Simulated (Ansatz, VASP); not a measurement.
**Se: VASP beside Ansatz**

```
Se
1.0
     4.30503    0.00000    0.00000
    -2.15252    3.72827    0.00000
     0.00000    0.00000    8.79222
Se
4
Cartesian
  0.0000 0.0000 8.4673
  0.0000 0.0000 4.0712
  0.0000 2.4855 0.3688
  2.1525 1.2428 4.7649
```

Alike in both runs: task relaxation of cell and atoms; functional PBE; k mesh 12 × 12 × 6; occupations gaussian, width 0.1 eV; no spin polarisation.

|  | VASP | Ansatz |
| --- | --- | --- |
| version | VASP 6.6.1 | Ansatz 0.2.0 |
| potentials or method | VASP PAW PBE potentials, release 64 (Se), cutoff 600 eV | scalar-relativistic, plane waves, PAW |
| valence electrons in the cell | 24 | 64 |

VASP gave:

| Item | Value |
| --- | --- |
| gap on the k mesh at the Fermi level, each at its own relaxed structure (eV) | none |
| relaxed volume (Å³/atom) | 35.56 |
| relaxed length of the cell vector where the two differ most in proportion (Å) | 8.733 |

Q: What did Ansatz give for the same quantities?

A: gap on the k mesh at the Fermi level, each at its own relaxed structure (eV): none; relaxed volume (Å³/atom): 35.70; relaxed length of the cell vector where the two differ most in proportion (Å): 8.772.

A gap of «none» marks a metal or a gap that the smearing closes. VASP's potentials hold 24 valence electrons a cell and Ansatz's 64, so a difference there can come from the potentials and not from the codes.

Noted on VASP's run: too few bands were computed for a metal, which touches its energy and stress.
